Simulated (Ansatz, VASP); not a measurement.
B5Pt: VASP beside Ansatz

The input INCAR:

```
PREC     = Accurate       # precision mode
ENCUT    = 600            # plane-wave cutoff, eV
EDIFF    = 1E-6           # SCF threshold, eV
ISMEAR   = 0              # smearing method
SIGMA    = 0.1            # smearing width, eV
LREAL    = False          # projectors in reciprocal space
LASPH    = True           # aspherical terms in the spheres
NELM     = 100            # most SCF steps
ALGO     = Normal         # electronic algorithm
ISIF     = 3              # what is computed and relaxed
LWAVE    = False          # write WAVECAR
LCHARG   = False          # write CHGCAR
GGA      = PE             # functional
IBRION   = 2              # ionic algorithm
NSW      = 90             # ionic steps
EDIFFG   = -0.04          # ionic threshold
```

The input KPOINTS:

```
regular mesh
0
Gamma
  8 8 2
```

The input POSCAR:

```
B5Pt
1.0
    2.3928153400      0.0000000000      0.0000000000
    0.0000000000      2.3928153400      0.0000000000
    0.0000000000      0.0000000000     10.1358887300
B Pt
5 1
Direct
    0.5000000000      0.5000000000      0.3344822800
    0.5000000000      0.5000000000      0.6655177200
    0.0000000000      0.0000000000      0.1759868000
    0.0000000000      0.0000000000      0.8240132000
    0.0000000000      0.0000000000      0.5000000000
    0.5000000000      0.5000000000      0.0000000000
```

Input for Ansatz:

```yaml
crystal:
  lattice:
    - [2.39281534, 0.0, 0.0]
    - [0.0, 2.39281534, 0.0]
    - [0.0, 0.0, 10.13588873]
  atoms:
    - { symbol: B, position: [0.5, 0.5, 0.33448228] }
    - { symbol: B, position: [0.5, 0.5, 0.66551772] }
    - { symbol: B, position: [0.0, 0.0, 0.1759868] }
    - { symbol: B, position: [0.0, 0.0, 0.8240132] }
    - { symbol: B, position: [0.0, 0.0, 0.5] }
    - { symbol: Pt, position: [0.5, 0.5, 0.0] }
basis:
  ecutwfc: 420
kpoints:
  mp_grid: { grid: [8, 8, 2] }
hamiltonian:
  xc: pbe
scf:
  occupations: { method: gaussian, width: 0.1 }
  lower_state_search: "off"
output:
  forces: true
  stress: true
  eigenvalues: true
relax:
  adjacent_minimum: "off"
  f_tol: 0.04
  max_steps: 70
  cell: { stress_tol: 0.4 }
```

Change from the starting cell: species swapped into the Hf5Pb type (P4/mmm, No. 123).

Alike in both runs: task relaxation of cell and atoms; functional PBE; k mesh 8 × 8 × 2; occupations gaussian, width 0.1 eV; no spin polarisation.

|  | VASP | Ansatz |
| --- | --- | --- |
| version | VASP 6.6.1 | Ansatz 0.2.0 |
| potentials or method | VASP PAW PBE potentials, release 64 (B, Pt), cutoff 600 eV | scalar-relativistic, plane waves, PAW |
| valence electrons in the cell | 25 | 33 |

```csv
,VASP,Ansatz,Ansatz less VASP
"gap on the k mesh at the Fermi level, each at its own relaxed structure (eV)",none,none,-
relaxed volume (Å³/atom),7.99,7.99,-0.005
relaxed cell length with the largest relative difference (Å),6.015,6.019,+0.0043
```

A gap of «none» marks a metal or a gap that the smearing closes. VASP's potentials hold 25 valence electrons a cell and Ansatz's 33, so a difference there can come from the potentials and not from the codes.

Neither program's run includes spin-orbit coupling. Noted on VASP's run: the volume moved by over 15 % at a fixed basis, so the end points are rough.
